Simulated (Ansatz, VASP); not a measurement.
# As: VASP beside Ansatz

```
CELL_PARAMETERS angstrom
2.57369 0.00000 0.00000
0.00000 4.29151 0.00000
0.00000 0.00000 3.92553
ATOMIC_POSITIONS crystal
As 0.50000 0.00000 0.96792
As 0.00000 0.50000 0.03208
```

Alike in both runs: task relaxation of cell and atoms; functional PBE; k mesh 6 × 4 × 4; occupations gaussian, width 0.1 eV; no spin polarisation.

|  | VASP | Ansatz |
| --- | --- | --- |
| version | VASP 6.6.1 | Ansatz 0.2.0 |
| potentials or method | VASP PAW PBE potentials, release 64 (As), cutoff 600 eV | scalar-relativistic, plane waves, PAW |
| valence electrons in the cell | 10 | 30 |

|  | VASP | Ansatz | Ansatz less VASP |
| --- | --- | --- | --- |
| gap on the k mesh at the Fermi level, each at its own relaxed structure (eV) | none | none | - |
| relaxed volume (Å³/atom) | 20.84 | 20.84 | +0.005 |
| relaxed cell length with the largest relative difference (Å) | 2.951 | 2.954 | +0.0034 |

A gap of «none» marks a metal or a gap that the smearing closes. VASP's potentials hold 10 valence electrons a cell and Ansatz's 30, so a difference there can come from the potentials and not from the codes.

The k mesh is coarse, so the values compare programs but aren't converged.
